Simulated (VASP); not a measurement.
Set up this calculation in VASP 6.6.1, as the native input.

| Property | Result |
| --- | --- |
| Task | single point |
| Functional | PBE |
| Potentials or basis | VASP PAW PBE potentials, release 64 (Zr_sv) |
| Cutoff | 520 eV |
| k mesh | 14 × 14 × 14 |
| Occupations | fermi-dirac, width 0.1 eV |
| Spin | no spin polarisation |
| Dipole correction | no |
| Further INCAR settings | ALGO = Normal; EDIFF = 1e-07; NBANDS = 12 |

The structure of Zr lies in POSCAR:

```
Zr
1.0
    2.6495173786      0.0000000000      0.0000000000
    0.0000000000      2.6495173786      0.0000000000
    0.0000000000      0.0000000000      2.6495173786
Zr
1
Direct
    0.0000000000      0.0000000000      0.0000000000
```

This cell differs from its parent crystal: volume scaled by 0.75.

The input as run:

INCAR

```
  PREC = Accurate
  ENCUT = 520
  EDIFF = 1E-7
  ISMEAR = -1
  SIGMA = 0.1
  LREAL = False
  LASPH = True
  NELM = 80
  ALGO = Normal
  ISIF = 2
  LWAVE = False
  LCHARG = False
  GGA = PE
  NBANDS = 12
```

KPOINTS

```
Automatic mesh
0
Gamma
  14 14 14
```

Potentials or basis: VASP PAW PBE potentials, release 64 (Zr_sv).

The run is started by

```console
$ cat potpaw_PBE.64/Zr_sv/POTCAR > POTCAR
$ mpirun -np 1 vasp_std > vasp.out
```

It gave:

* Pressure: 33.4 GPa
* Band gap on the k mesh: zero (band 6 reaches 12.62 eV, above the bottom of band 7 at 8.81 eV)

It took 7.7 s on 1 thread of Intel(R) Xeon(R) 6975P-C (Granite Rapids), on a shared host, peak memory 0.13 GiB.
